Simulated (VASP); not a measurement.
# TcO2: single point with LDA+U

TcO2:

```
Tc O
1.0
     2.91531    0.00000    0.00000
    -1.45765    2.52473    0.00000
     0.00000    0.00000    4.70300
Tc O
1 2
Direct
  0.00000 0.00000 0.00000
  0.33333 0.66667 0.25200
  0.66667 0.33333 0.74800
```

```json
{
  "Program": "VASP 6.6.1",
  "Task": "single point",
  "Functional": "LDA",
  "Potentials or basis": "VASP PAW LDA potentials, release 64 (Tc_pv, O)",
  "Cutoff": "520 eV",
  "k mesh": "7 × 7 × 4",
  "Occupations": "gaussian, width 0.05 eV",
  "Spin": "collinear spin, zero start",
  "Starting moments": "[0.0, 0.0, 0.0] μB",
  "Fixed moment": "0 μB",
  "Hubbard terms": "Tc d U = 2.0 eV, J = 0.7 eV"
}
```

```json
{"Pressure": "-21.8 GPa", "Largest force": "1.452 eV/Å", "Net moment": "0.00 μB per cell", "Valence electrons inside the program's atomic spheres": "Tc 11.82; O 4.91"}
```

Forces in eV/Å, atoms in the order of the input:
```
Tc   0.000  0.000  0.000
O    0.000  0.000 -1.452
O    0.000  0.000  1.452
```

Stress tensor (GPa, compression positive):
```
-23.90   0.00   0.00
  0.00 -23.90   0.00
  0.00   0.00 -17.70
```

Eigenvalues of the final occupation matrices:
```tsv
site	spin	trace	eigenvalues
site 1 d	1	2.47	0.40 0.40 0.49 0.59 0.59
site 1 d	2	2.47	0.40 0.40 0.49 0.59 0.59
```

Wall time 24 s on 1 thread of Intel(R) Xeon(R) 6975P-C (Granite Rapids), on a shared host, peak memory 0.16 GiB.

Caveat: the total moment is fixed, so each spin has its own Fermi level; forces of over 1 eV/Å act on the atoms, so gaps and moduli don't describe the material at rest.
